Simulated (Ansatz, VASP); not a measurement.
Na in VASP and in Ansatz

Contents of INCAR:

```
ALGO     = Normal         # electronic algorithm
EDIFF    = 1E-7           # SCF threshold, eV
ENCUT    = 520            # plane-wave cutoff, eV
GGA      = PE             # functional
ISIF     = 2              # what is computed and relaxed
ISMEAR   = -1             # smearing method
LASPH    = True           # aspherical terms in the spheres
LCHARG   = True           # write CHGCAR
LELF     = True           # ELF
LREAL    = False          # projectors in reciprocal space
LVHAR    = True         
LWAVE    = False          # write WAVECAR
NBANDS   = 10             # bands
NELM     = 100            # most SCF steps
PREC     = Accurate       # precision mode
SIGMA    = 0.1            # smearing width, eV
```

Contents of KPOINTS:

```
k-points
0
Gamma
  17 17 17
```

File POSCAR:

```
Na
1.0
   -2.0110128284      2.0110128284      2.0110128284
    2.0110128284     -2.0110128284      2.0110128284
    2.0110128284      2.0110128284     -2.0110128284
Na
1
Direct
    0.0000000000      0.0000000000      0.0000000000
```

Input for Ansatz:

```yaml
crystal:
  lattice:
    - [-2.0110128284, 2.0110128284, 2.0110128284]
    - [2.0110128284, -2.0110128284, 2.0110128284]
    - [2.0110128284, 2.0110128284, -2.0110128284]
  atoms:
    - { symbol: Na, position: [0.0, 0.0, 0.0] }
hamiltonian:
  xc: pbe
  pseudopotentials:
    kind: paw
    azcp:
      Na: "pseudopotentials/Na.paw.azcp"
basis:
  ecutwfc: 420
  fft_grid_basis: typed
kpoints:
  mp_grid: { grid: [17, 17, 17], shift: [0, 0, 0] }
magnetization:
  spin_polarized: false
scf:
  occupations: { method: fermi_dirac, width: 0.1 }
output:
  stress: true
```

Alike in both runs: task single point; functional PBE; k mesh 17 × 17 × 17; occupations fermi-dirac, width 0.1 eV; no spin polarisation.

|  | VASP | Ansatz |
| --- | --- | --- |
| version | VASP 6.6.1 | Ansatz 0.2.0 |
| potentials or method | VASP PAW PBE potentials, release 64 (Na_pv), cutoff 520 eV | plane waves (420 eV) with PAW, scalar-relativistic |
| valence electrons in the cell | 7 | 9 |

|  | VASP | Ansatz | Ansatz less VASP |
| --- | --- | --- | --- |
| pressure (GPa) | 1.2 | 1.3 | +0.04 |

With one functional, cell and mesh, what is left measures potentials, basis and numerics. VASP's potentials hold 7 valence electrons a cell and Ansatz's 9, so a difference there can come from the potentials and not from the codes.
